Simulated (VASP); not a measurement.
ErGaP2:

```
Er Ga P
1.0
     4.20049    0.00000    0.00000
     0.00000    4.20049    0.00000
     0.00000    0.00000    5.90928
Er Ga P
1 1 2
Direct
  0.50000 0.50000 0.50000
  0.00000 0.00000 0.00000
  0.00000 0.50000 0.25545
  0.50000 0.00000 0.74455
```

The cell was built from a structure type or drawn by symmetry, and may not be a known phase.

* Program: VASP 6.6.1
* Task: relaxation of cell and atoms
* Functional: PBE
* Potentials or basis: VASP PAW PBE potentials, release 64 (Er_3, Ga_d, P), 4f in core
* Cutoff: 500 eV
* k mesh: 4 × 4 × 4
* Occupations: gaussian, width 0.1 eV
* Spin: no spin polarisation

At the start: pressure 2.4 GPa; volume 26.07 Å³/atom.

Where does the relaxation end?

Over 7 steps the energy falls by 135.6 meV/atom and the volume is 25.64 Å³/atom (-1.6 %); space group P-4m2 (No. 115, to 0.1 Å) before and after.

The path:
```csv
step,energy change (eV),largest force (eV/Å),pressure (GPa),volume (Å³)
1,0.0000,2.3668,2.45,104.26
2,-0.3561,0.8616,-2.58,110.39
3,-0.3650,0.6157,-3.33,111.53
4,-0.5176,0.0899,-0.63,104.44
5,-0.5221,0.0342,0.02,103.14
6,-0.5330,0.0330,0.04,103.00
7,-0.5424,0.0328,0.06,102.58
```

Final structure:
```cif
data_structure
_symmetry_space_group_name_H-M 'P 1'
_symmetry_Int_Tables_number 1
_cell_length_a 4.1034
_cell_length_b 4.1034
_cell_length_c 6.0922
_cell_angle_alpha 90.000
_cell_angle_beta 90.000
_cell_angle_gamma 90.000
_cell_volume 102.58
loop_
_atom_site_label
_atom_site_type_symbol
_atom_site_fract_x
_atom_site_fract_y
_atom_site_fract_z
_atom_site_occupancy
Er1 Er 0.50000 0.50000 0.50000 1
Ga1 Ga 0.00000 0.00000 0.00000 1
P1 P 0.00000 0.50000 0.21759 1
P2 P 0.50000 0.00000 0.78241 1
```

Caveat: spin-orbit coupling is left out, which moves the levels of the heavy elements; the 4f electrons are frozen in the core, so they carry no moment and show no levels.
